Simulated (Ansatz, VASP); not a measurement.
**One calculation of Pt, two programs**

Contents of INCAR:

```
PREC     = Accurate       # precision mode
ENCUT    = 600            # plane-wave cutoff, eV
EDIFF    = 1E-6           # SCF threshold, eV
ISMEAR   = 0              # smearing method
SIGMA    = 0.1            # smearing width, eV
LREAL    = F              # projectors in reciprocal space
LASPH    = T              # aspherical terms in the spheres
NELM     = 100            # most SCF steps
ALGO     = Normal         # electronic algorithm
ISIF     = 3              # what is computed and relaxed
LWAVE    = F              # write WAVECAR
LCHARG   = F              # write CHGCAR
GGA      = PE             # functional
IBRION   = 2              # ionic algorithm
NSW      = 90             # ionic steps
EDIFFG   = -0.04          # ionic threshold
```

The input KPOINTS:

```
regular mesh
0
Gamma
  9 9 9
```

The input POSCAR:

```
Pt
1.0
    1.3831721974      0.7985748405      7.0793010638
   -1.3831721974      0.7985748405      7.0793010638
    0.0000000000     -1.5971496811      7.0793010638
Pt
3
Direct
    0.0000000000      0.0000000000      0.0000000000
    0.2226677255      0.2226677255      0.2226677255
    0.7773322745      0.7773322745      0.7773322745
```

Input for Ansatz:

```yaml
crystal:
  lattice:
    - [1.3831721974, 0.7985748405, 7.0793010638]
    - [-1.3831721974, 0.7985748405, 7.0793010638]
    - [0.0, -1.5971496811, 7.0793010638]
  atoms:
    - { symbol: Pt, position: [0.0, 0.0, 0.0] }
    - { symbol: Pt, position: [0.2226677255, 0.2226677255, 0.2226677255] }
    - { symbol: Pt, position: [0.7773322745, 0.7773322745, 0.7773322745] }
basis:
  ecutwfc: 420
kpoints:
  mp_grid: { grid: [9, 9, 9] }
hamiltonian:
  xc: pbe
scf:
  occupations: { method: gaussian, width: 0.1 }
  lower_state_search: "off"
output:
  forces: true
  stress: true
  eigenvalues: true
relax:
  adjacent_minimum: "off"
  f_tol: 0.04
  max_steps: 70
  cell: { stress_tol: 0.4 }
```

Alike in both runs: task relaxation of cell and atoms; functional PBE; k mesh 9 × 9 × 9; occupations gaussian, width 0.1 eV; no spin polarisation.

|  | VASP | Ansatz |
| --- | --- | --- |
| version | VASP 6.6.1 | Ansatz 0.2.0 |
| potentials or method | VASP PAW PBE potentials, release 64 (Pt), cutoff 600 eV | scalar-relativistic, plane waves, PAW |
| valence electrons in the cell | 30 | 54 |

```csv
,VASP,Ansatz,Ansatz less VASP
"gap on the k mesh at the Fermi level, each at its own relaxed structure (eV)",none,none,-
relaxed volume (Å³/atom),15.68,15.71,+0.030
relaxed length of the cell vector where the two differ most in proportion (Å),7.267,7.282,+0.0152
```

A gap of «none» marks a metal or a gap that the smearing closes. VASP's potentials hold 30 valence electrons a cell and Ansatz's 54, so a difference there can come from the potentials and not from the codes.

Spin-orbit coupling is off throughout.
